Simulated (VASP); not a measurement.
C: single point with r2SCAN

The system is C.

```
C
1.0
     1.22803    0.70900    3.34701
    -1.22803    0.70900    3.34701
     0.00000   -1.41800    3.34701
C
2
Direct
  0.14049 0.14049 0.21101
  0.83600 0.83600 0.83600
```

This cell differs from its parent crystal: atom 1 (C) moved by (+0.000, -0.100) A along x and y.

- Program: VASP 6.6.1
- Task: single point
- Functional: r2SCAN
- Potentials or basis: VASP PAW PBE potentials, release 64 (C)
- Cutoff: 520 eV
- k mesh: 12 × 12 × 12
- Occupations: gaussian, width 0.05 eV
- Spin: no spin polarisation

```yaml
Pressure: 6.1 GPa
Largest_force: 6.297 eV/Å
```

Forces in eV/Å, atoms in the order of the input:
```
C    0.000  6.239  0.849
C    0.000 -6.239 -0.849
```

Stress tensor (GPa, compression positive):
```
-3.37  0.00  0.00
 0.00 20.36 -3.10
 0.00 -3.10  1.16
```

Run time: 4.4 min on 1 thread of Intel(R) Xeon(R) 6975P-C (Granite Rapids), on a shared host, peak memory 0.21 GiB.

Caveat: the cell differs from its parent crystal (atom 1 (C) moved by (+0.000, -0.100) A along x and y); the cell stands under pressure; the PAW data sets were made with another functional, which shifts forces and pressure a little.
